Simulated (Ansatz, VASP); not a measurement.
CeO2: VASP beside Ansatz

```
Ce O
1.0
     0.00000    2.69901    2.69901
     2.69901    0.00000    2.69901
     2.69901    2.69901    0.00000
Ce O
1 2
Direct
  0.00000 0.00000 0.00000
  0.25000 0.25000 0.25000
  0.75000 0.75000 0.75000
```

Alike in both runs: task electric field gradients; functional PBEsol; k mesh 10 × 10 × 10; occupations gaussian, width 0.05 eV; no spin polarisation.

|  | VASP | Ansatz |
| --- | --- | --- |
| version | VASP 6.6.1 | Ansatz 0.2.0 |
| potentials or method | VASP PAW PBE potentials, release 64 (Ce, O), cutoff 520 eV | scalar-relativistic, plane waves, PAW |
| valence electrons in the cell | 24 | 24 |

```csv
,VASP,Ansatz,Ansatz less VASP
gap on the k mesh at the Fermi level (eV),1.99,2.02,+0.024
least direct gap on the mesh (eV),2.07,2.09,+0.024
pressure (GPa),0.0,0.0,+0.02
```

VASP's potentials were made for PBE, not for PBEsol. The functional is the same, so the differences come from potentials, cutoffs and numerics.

Neither program's run includes spin-orbit coupling.
